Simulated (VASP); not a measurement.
Set up this calculation in VASP 6.6.1, as the native input.

- Task: single point
- Functional: PBE
- Potentials or basis: VASP PAW PBE potentials, release 64 (Mg, Zn, Se, S)
- Cutoff: 520 eV
- k mesh: 4 × 4 × 4
- Occupations: gaussian, width 0.1 eV
- Spin: no spin polarisation
- Dipole correction: no
- Further INCAR settings: ALGO = Normal; EDIFF = 1e-07; NBANDS = 26

The structure of Mg2ZnSe2S lies in POSCAR:

```
Mg2ZnSe2S
1.0
    4.9146921700      0.0000000000      0.0000000000
    0.0000000000      4.9146921700      0.0000000000
    0.0000000000      0.0000000000      6.3881998400
Mg Zn Se S
2 1 2 1
Direct
    0.0000000000      0.0000000000      0.8058897100
    0.0000000000      0.0000000000      0.4122374500
    0.0000000000      0.0000000000      0.1490052200
    0.5000000000      0.0000000000      0.7741845700
    0.0000000000      0.5000000000      0.7741845700
    0.5000000000      0.5000000000      0.5227697600
```

The input as run:

INCAR

```
SYSTEM = Mg2ZnSe2S
ALGO = Normal
EDIFF = 1E-7
ENCUT = 520
GGA = PE
ISIF = 2
ISMEAR = 0
LASPH = .True.
LCHARG = .True.
LELF = .True.
LREAL = .False.
LVHAR = .True.
LWAVE = .False.
NBANDS = 26
NELM = 80
PREC = Accurate
SIGMA = 0.1
```

KPOINTS

```
k-points
0
Gamma
  4 4 4
  0 0 0
```

Potentials or basis: VASP PAW PBE potentials, release 64 (Mg, Zn, Se, S).

Launch:

```console
$ cat potpaw_PBE.64/Mg/POTCAR potpaw_PBE.64/Zn/POTCAR potpaw_PBE.64/Se/POTCAR potpaw_PBE.64/S/POTCAR > POTCAR
$ mpirun -np 1 vasp_std > vasp.out
```

Results of the run:

The pressure is 13.8 GPa and the largest force is 15.331 eV/Å. The band gap on the k mesh is zero (band 17 reaches 2.15 eV, above the bottom of band 18 at 1.78 eV).

Caveat: forces of over 1 eV/Å act on the atoms, so gaps and moduli don't describe the material at rest.

Run time: 63 s on 1 thread of Intel(R) Xeon(R) Platinum 8259CL CPU @ 2.50GHz (Skylake/Cascade Lake), with other jobs on the host, peak memory 0.3 GiB.
